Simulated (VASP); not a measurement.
Runs of VASP 6.6.1 on KCl. The structure is that of space group Fm-3m (No. 225), or close to it. The cells are those of the table. 

```tsv
task	level	cell	k mesh	cutoff (eV)	smearing	grid for exact exchange (PRECFOCK)	share of exact exchange	screening parameter	gap on the mesh (eV)	pressure (GPa)
relaxation of cell and atoms	r2SCAN	relaxed from a = 4.510 Å, angles 60.0°, 2 atoms	6 × 6 × 6	600	fermi-dirac 0.02 eV	-	-	-	(a)	0.0
single point	HSE06	a = 4.486 Å, angles 60.0°, 2 atoms	4 × 4 × 4	520	fermi-dirac 0.02 eV	Normal	0.25	0.2079 1/Å	6.41	0.0
single point	r2SCANh	a = 4.448 Å, angles 60.0°, 2 atoms	6 × 6 × 6	520	gaussian 0.01 eV	Normal	0.1	-	6.53	0.0
dielectric tensor	PBE	a = 4.448 Å, angles 60.0°, 2 atoms	6 × 6 × 6	520	gaussian 0.01 eV	-	-	-	5.19	-
```

Alike in all rows: potentials or basis VASP PAW PBE potentials, release 64 (K_sv, Cl); no spin polarisation.

Problem. Estimate the missing entries.

Solution. (a) 5.82.

Caveats: some runs use coarse meshes; the PAW data sets were made with another functional, which shifts forces and pressure a little (at least some runs).

